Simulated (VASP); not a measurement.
# Al (Fm-3m) in VASP: single point with PBEsol+D3(BJ)

Aim: the single point of Al with PBEsol+D3(BJ).

All numbers are computed with VASP 6.6.1; they aren't measurements. Logs are shortened: lines on timing, memory, paths and dates and some standing lists are left out, and cuts for length are marked.

### 1 The cell of the first run

The structure is cubic, space group Fm-3m (No. 225). The conventional cell has a = 3.962 Å, b = 3.962 Å, c = 3.962 Å, α = 90.00°, β = 90.00°, γ = 90.00°. Within 3.7 Å of Al (site symmetry m-3m) lie 12 Al at 2.80 Å.

### 2 Single point, PBEsol+D3(BJ)

The input, INCAR:

```
ALGO = Normal
EDIFF = 1E-6
ENCUT = 500
GGA = PS
GGA_COMPAT = False
ISIF = 2
ISMEAR = 0
IVDW = 12
LASPH = True
LCHARG = False
LREAL = False
LWAVE = False
NBANDS = 8
NELM = 120
PREC = Accurate
SIGMA = 0.1
```

The input, KPOINTS:

```
k-points
0
Gamma
  18 18 18
```

The input, POSCAR:

```
Al
1.0
    0.0000000000      1.9809534547      1.9809534547
    1.9809534547      0.0000000000      1.9809534547
    1.9809534547      1.9809534547      0.0000000000
Al
1
Direct
    0.0000000000      0.0000000000      0.0000000000
```

Potentials or basis: VASP PAW PBE potentials, release 64 (Al).

Started as:

```
cat potpaw_PBE.64/Al/POTCAR > POTCAR
mpirun -np 1 vasp_std > vasp.out
```

OUTCAR:

```text
EDIFF = 1E-6
   ENCUT = 500
   GGA = PS
   ISIF = 2
   ISMEAR = 0
   IVDW = 12
   LASPH = True
   LREAL = False
   NELM = 120
   PREC = Accurate
 IVDW          = 12

 ion  position               nearest neighbor table
   1  0.000  0.000  0.000-

  LATTYP: Found a face centered cubic cell.
 ALAT       =     3.9619069094

  Lattice vectors:

 A1 = (   0.0000000000,   1.9809534547,   1.9809534547)
 A2 = (   1.9809534547,   0.0000000000,   1.9809534547)
 A3 = (   1.9809534547,   1.9809534547,   0.0000000000)

Analysis of symmetry for initial positions (statically):
=====================================================================
 Subroutine PRICEL returns:
 Original cell was already a primitive cell.

 Routine SETGRP: Setting up the symmetry group for a
 face centered cubic supercell.

 Subroutine GETGRP returns: Found 48 space group operations
 (whereof 48 operations were pure point group operations)
 out of a pool of 48 trial point group operations.

The static configuration has the point symmetry O_h .

Analysis of symmetry for dynamics (positions and initial velocities):
=====================================================================
 Subroutine PRICEL returns:
 Original cell was already a primitive cell.

 Routine SETGRP: Setting up the symmetry group for a
 face centered cubic supercell.

 Subroutine GETGRP returns: Found 48 space group operations
 (whereof 48 operations were pure point group operations)
 out of a pool of 48 trial point group operations.

The dynamic configuration has the point symmetry O_h .

 Subroutine INISYM returns: Found 48 space group operations
 (whereof 48 operations are pure point group operations),
 and found     1 'primitive' translations

----------------------------------------------------------------------------------------

                                     Primitive cell

  volume of cell :      15.5472

  direct lattice vectors                    reciprocal lattice vectors
     0.000000000  1.980953455  1.980953455    -0.252403709  0.252403709  0.252403709
     1.980953455  0.000000000  1.980953455     0.252403709 -0.252403709  0.252403709
     1.980953455  1.980953455  0.000000000     0.252403709  0.252403709 -0.252403709

  length of vectors
     2.801491242  2.801491242  2.801491242     0.437176049  0.437176049  0.437176049

  position of ions in fractional coordinates (direct lattice)
     0.000000000  0.000000000  0.000000000

  ion indices of the primitive-cell ions
   primitive index   ion index
                 1           1

----------------------------------------------------------------------------------------

 KPOINTS: k-points

Automatic generation of k-mesh.
 Grid dimensions read from file:
 generate k-points for:   18   18   18

 Generating k-lattice:

  Cartesian coordinates                     Fractional coordinates (reciprocal lattice)
    -0.014022428  0.014022428  0.014022428     0.055555556  0.000000000  0.000000000
     0.014022428 -0.014022428  0.014022428     0.000000000  0.055555556  0.000000000
     0.014022428  0.014022428 -0.014022428     0.000000000  0.000000000  0.055555556

  Length of vectors
     0.024287558  0.024287558  0.024287558

  Shift w.r.t. Gamma in fractional coordinates (k-lattice)
     0.000000000  0.000000000  0.000000000

 Subroutine IBZKPT returns following result:
 ===========================================

 Found    195 irreducible k-points:

 Following reciprocal coordinates:
            Coordinates               Weight
  0.000000  0.000000  0.000000      1.000000
  0.055556  0.000000  0.000000      8.000000
  0.111111  0.000000  0.000000      8.000000
  0.166667  0.000000  0.000000      8.000000
  0.222222  0.000000  0.000000      8.000000
  0.277778  0.000000  0.000000      8.000000
[... 16 lines left out ...]
 -0.277778  0.055556  0.000000     24.000000
 -0.222222  0.055556  0.000000     24.000000
 [... further k-points ...]
   k-points           NKPTS =    195   k-points in BZ     NKDIM =    195   number of bands    NBANDS=      8
   number of dos      NEDOS =    301   number of ions     NIONS =      1
   total plane-waves  NPLWV =   8000
   dimension x,y,z NGX =    20 NGY =   20 NGZ =   20
   dimension x,y,z NGXF=    40 NGYF=   40 NGZF=   40
   ions per type =               1
   NGX,Y,Z   is equivalent  to a cutoff of  11.87, 11.87, 11.87 a.u.
   NGXF,Y,Z  is equivalent  to a cutoff of  23.74, 23.74, 23.74 a.u.
 SYSTEM =  unknown system
   PREC   = accura    normal or accurate (medium, high low for compatibility)
   ISTART =      0    job   : 0-new  1-cont  2-samecut
   ICHARG =      2    charge: 1-file 2-atom 10-const
   ISPIN  =      1    spin polarized calculation?
   LNONCOLLINEAR =      F non collinear calculations
   LSORBIT =      F    spin-orbit coupling
   LASPH  =      T    aspherical Exc in radial PAW
   ENCUT  =  500.0 eV  36.75 Ry    6.06 a.u.   5.11  5.11  5.11*2*pi/ulx,y,z
   NELM   =    120;   NELMIN=  2; NELMDL= -5     # of ELM steps
   EDIFF  = 0.1E-05   stopping-criterion for ELM
   LREAL  =      F    real-space projection
   EDIFFG = 0.1E-04   stopping-criterion for IOM
   NSW    =      0    number of steps for IOM
   IBRION =     -1    ionic relax: 0-MD 1-quasi-New 2-CG
   NFREE  =      0    steps in history (QN), initial steepest desc. (CG)
   ISIF   =      2    stress and relaxation
   ISYM   =      2    0-nonsym 1-usesym 2-fastsym
   POTIM  = 0.5000    time-step for ionic-motion
   TEBEG  =    0.0;   TEEND  =   0.0 temperature during run
   PSTRESS=    0.0 pullay stress
   NELECT =       3.0000    total number of electrons
   NUPDOWN=      -1.0000    fix difference up-down
   EMIN   =  10.00;   EMAX   =-10.00  energy-range for DOS
   EFERMI =   0.00;   METHOD = LEGACY
   ISMEAR =     0;   SIGMA  =   0.10  broadening in eV -4-tet -1-fermi 0-gaus
   EFERMI_NEDOS =   21; number of points for ismear=-14 and -15
   IALGO  =     38    algorithm
   IMIX   =      4    mixing-type and parameters
     AMIX     =   0.40;   BMIX     =  1.00
     AMIX_MAG =   1.60;   BMIX_MAG =  1.00
  volume/ion in A,a.u.               =      15.55       104.92
  Fermi-wavevector in a.u.,A,eV,Ry     =   0.946014  1.787708 12.176436  0.894943
  Thomas-Fermi vector in A             =   2.073971
   LORBIT       =      0    0 simple, 1 ext, 2 COOP (PROOUT), +10 PAW based schemes
   GGA     = PS    functional components
   LHFCALC =     F    Hartree Fock is set to
   AEXX    =    0.0000 exact exchange contribution
   IVDW    =    12    specifies the selected vdW correction
   LEPSILON=     F    determine dielectric tensor
   LRPA    =     F    only Hartree local field effects (RPA)
 non-spin polarized calculation
 Gauss-broadening in eV      SIGMA  =   0.10
  energy-cutoff  :      500.00
  volume of cell :       15.55
 maximum number of plane-waves:       411
   NGX = 11   NGY = 11   NGZ = 11

 number of electron       3.0000000 magnetization

 Free energy of the ion-electron system (eV)
  ---------------------------------------------------
  ext. energy  EPLUGINS =         0.00000000
  ---------------------------------------------------
  free energy    TOTEN  =        -4.08363852 eV

  energy without entropy =       -4.08078562  energy(sigma->0) =       -4.08221207

 E-fermi :   8.5768     XC(G=0): -10.4756

 val. band max:        8.5715547607   @ k =  -0.4444   0.3333   0.1111
 cond. band min:       8.5927564019   @ k =  -0.2222   0.3889   0.1667
 fundamental gap:      0.0212016413
 Fermi energy:         8.5767576678

 k-point     1 :       0.0000    0.0000    0.0000
  band No.  band energies     occupation
      1      -2.9637      2.00000
      2      21.5109      0.00000
      3      21.5109      0.00000
      4      21.5109      0.00000
      5      23.4641      0.00000
      6      23.4641      0.00000
      7      23.4641      0.00000
      8      25.5078      0.00000

 k-point     2 :       0.0556    0.0000    0.0000
  band No.  band energies     occupation
      1      -2.8764      2.00000
      2      20.0286      0.00000
      3      21.2492      0.00000
      4      21.2492      0.00000
      5      23.8646      0.00000
      6      23.8646      0.00000
      7      23.9466      0.00000
      8      26.4457      0.00000

 k-point     3 :       0.1111    0.0000    0.0000
  band No.  band energies     occupation
      1      -2.6150      2.00000
      2      17.7512      0.00000
      3      20.7745      0.00000
      4      20.7745      0.00000
      5      23.9541      0.00000
      6      24.7320      0.00000
      7      24.7320      0.00000
      8      27.0379      0.00000

 k-point     4 :       0.1667    0.0000    0.0000
  band No.  band energies     occupation
      1      -2.1805      2.00000
      2      15.4448      0.00000
      3      20.3412      0.00000
      4      20.3412      0.00000
      5      23.7603      0.00000
      6      25.3360      0.00000
      7      25.3360      0.00000
      8      26.3716      0.00000

 k-point     5 :       0.2222    0.0000    0.0000
  band No.  band energies     occupation
      1      -1.5745      2.00000
      2      13.2137      0.00000
      3      20.0172      0.00000
      4      20.0172      0.00000
      5      23.5669      0.00000
      6      24.4262      0.00000
      7      24.4262      0.00000
      8      27.4409      0.00000
[... 177 lines left out ...]
 k-point    22 :      -0.3333    0.0556    0.0000
  band No.  band energies     occupation
      1       0.5672      2.00000
      2       8.5291      1.49994
      3      18.0402      0.00000
      4      20.9516      0.00000
      5      21.1303      0.00000
      6      22.5601      0.00000
      7      24.1632      0.00000
      8      27.1367      0.00000

 k-point    23 :      -0.2778    0.0556    0.0000
  band No.  band energies     occupation
      1      -0.4279      2.00000
      2      10.4768      0.00000
      3      18.0600      0.00000
      4      21.0342      0.00000
      5      21.9522      0.00000
      6      23.4430      0.00000
      7      24.1272      0.00000
      8      27.9538      0.00000

 k-point    24 :      -0.2222    0.0556    0.0000
  band No.  band energies     occupation
      1      -1.2582      2.00000
      2      12.5509      0.00000
      3      18.2271      0.00000
      4      21.1670      0.00000
      5      22.9842      0.00000
      6      24.0919      0.00000
      7      24.5602      0.00000
      8      26.8100      0.00000

 [... further k-points ...]

------------------------ aborting loop because EDIFF is reached ----------------------------------------

 Edisp (eV)   -0.33723

 E8    (eV) :    -0.2271

  FORCE on cell =-STRESS in cart. coord.  units (eV):
  Direction    XX          YY          ZZ          XY          YZ          ZX
  --------------------------------------------------------------------------------------
  -------------------------------------------------------------------------------------
  Total       0.00769     0.00769     0.00769    -0.00000    -0.00000    -0.00000
  in kB       0.79268     0.79268     0.79268    -0.00000    -0.00000    -0.00000
  external pressure =        0.79 kB  Pullay stress =        0.00 kB

 VOLUME and BASIS-vectors are now :
 -----------------------------------------------------------------------------
  energy-cutoff  :      500.00
  volume of cell :       15.55
      direct lattice vectors                 reciprocal lattice vectors
     0.000000000  1.980953455  1.980953455    -0.252403709  0.252403709  0.252403709
     1.980953455  0.000000000  1.980953455     0.252403709 -0.252403709  0.252403709
     1.980953455  1.980953455  0.000000000     0.252403709  0.252403709 -0.252403709

 POSITION                                       TOTAL-FORCE (eV/Angst)
 -----------------------------------------------------------------------------------
      0.00000      0.00000      0.00000         0.000000      0.000000      0.000000
 -----------------------------------------------------------------------------------
    total drift:                               -0.000000     -0.000000     -0.000000

  FREE ENERGIE OF THE ION-ELECTRON SYSTEM (eV)
  ---------------------------------------------------
  free  energy   TOTEN  =        -4.4208669549 eV

  energy  without entropy=       -4.4180140497  energy(sigma->0) =       -4.41944050
```

Wall time 25 s (1 thread of AMD EPYC 7R13, shared host); peak memory 0.11 GiB.

Results:

```
Free energy                : -4.4209 eV
Pressure                   : 0.1 GPa
Dispersion energy per atom : -0.337 eV
```

Caveat: the PAW data sets were made with another functional, which shifts forces and pressure a little; pairwise dispersion overbinds metals, which lowers pressure and volume.
